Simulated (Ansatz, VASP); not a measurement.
SiC: VASP beside Ansatz

File INCAR:

```
ALGO     = Normal         # electronic algorithm
EDIFF    = 1E-6           # SCF threshold, eV
ENCUT    = 600            # plane-wave cutoff, eV
GGA      = PE             # functional
GGA_COMPAT= F            
ISIF     = 2              # what is computed and relaxed
ISMEAR   = 0              # smearing method
LASPH    = T              # aspherical terms in the spheres
LCHARG   = F              # write CHGCAR
LREAL    = F              # projectors in reciprocal space
LWAVE    = F              # write WAVECAR
NBANDS   = 11             # bands
NELM     = 120            # most SCF steps
PREC     = Accurate       # precision mode
SIGMA    = 0.05           # smearing width, eV
```

File KPOINTS:

```
k-points
0
Gamma
  10 10 10
```

Contents of POSCAR:

```
SiC
1.0
    0.0000000000      2.1460615191      2.3267248613
    2.0967896985      0.0000000000      2.3267248613
    2.0967896985      2.1460615191      0.0000000000
Si C
1 1
Direct
    0.0000000000      0.0000000000      0.0000000000
    0.7500000000      0.7500000000      0.7500000000
```

Input for Ansatz:

```yaml
crystal:
  lattice:
    - [0.0, 2.1460615191, 2.3267248613]
    - [2.0967896985, 0.0, 2.3267248613]
    - [2.0967896985, 2.1460615191, 0.0]
  atoms:
    - { symbol: Si, position: [0.0, 0.0, 0.0] }
    - { symbol: C, position: [0.75, 0.75, 0.75] }
basis:
  ecutwfc: 520.0
kpoints:
  mp_grid: { grid: [10, 10, 10] }
hamiltonian:
  xc: pbe
scf:
  occupations: { method: gaussian, width: 0.05 }
output:
  forces: true
  stress: true
  eigenvalues: true
  write_density: true
  write_potential: true
  elf: true
  volumetric_format: npy
```

Change from the starting cell: strain +e along x and -e along y -0.0525, strain +e along z and -e/2 along x and y -0.0200.

Alike in both runs: task single point; functional PBE; k mesh 10 × 10 × 10; occupations gaussian, width 0.05 eV; no spin polarisation.

```csv
,VASP,Ansatz
version,VASP 6.6.1,Ansatz 0.2.0
potentials or method,"VASP PAW PBE potentials, release 64 (Si, C), cutoff 600 eV","scalar-relativistic, plane waves, PAW"
valence electrons in the cell,8,8
```

```tsv
	VASP	Ansatz	Ansatz less VASP
gap on the k mesh at the Fermi level (eV)	0.72	0.73	+0.002
least direct gap on the mesh (eV)	4.44	4.44	+0.003
pressure (GPa)	-0.1	0.1	+0.18
traceless stress, the component that is largest in VASP (GPa)	-18.84	-18.80	+0.045
```
